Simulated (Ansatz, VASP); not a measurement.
HfO2 in VASP and in Ansatz

```
Hf O
1.0
     0.00000   -2.54881   -2.54881
    -2.54881    0.00000   -2.54881
     2.54881    2.54881   -5.09761
Hf O
2 4
Direct
  0.97597 0.97597 0.00000
  0.52403 0.52403 0.50000
  0.12736 0.12736 0.62500
  0.62264 0.62264 0.12500
  0.37264 0.37264 0.87500
  0.87736 0.87736 0.37500
```

Change from the starting cell: mode 4 (81.9 1/cm) frozen in, largest displacement +0.150 Å.

Alike in both runs: task single point; functional PBE; k mesh 6 × 6 × 8; occupations gaussian, width 0.05 eV; no spin polarisation.

|  | VASP | Ansatz |
| --- | --- | --- |
| version | VASP 6.6.1 | Ansatz 0.2.0 |
| potentials or method | VASP PAW PBE potentials, release 64 (Hf_pv, O), cutoff 520 eV | scalar-relativistic, plane waves, PAW |
| valence electrons in the cell | 44 | 76 |

VASP gave:

```
gap on the k mesh at the Fermi level (eV)                     : 3.88
least direct gap on the mesh (eV)                             : 3.88
pressure (GPa)                                                : -1.7
traceless stress, the component that is largest in VASP (GPa) : 1.13
rms of the force components (eV/Å)                            : 0.267
```

Q: Which values does Ansatz return?

A: gap on the k mesh at the Fermi level (eV): 3.87; least direct gap on the mesh (eV): 3.88; pressure (GPa): 1.9; traceless stress, the component that is largest in VASP (GPa): 1.14; rms of the force components (eV/Å): 0.281.

Atom by atom the forces differ by 0.023 eV/Å (rms over components). VASP's potentials hold 44 valence electrons a cell and Ansatz's 76, so a difference there can come from the potentials and not from the codes.

Spin-orbit coupling is off throughout.
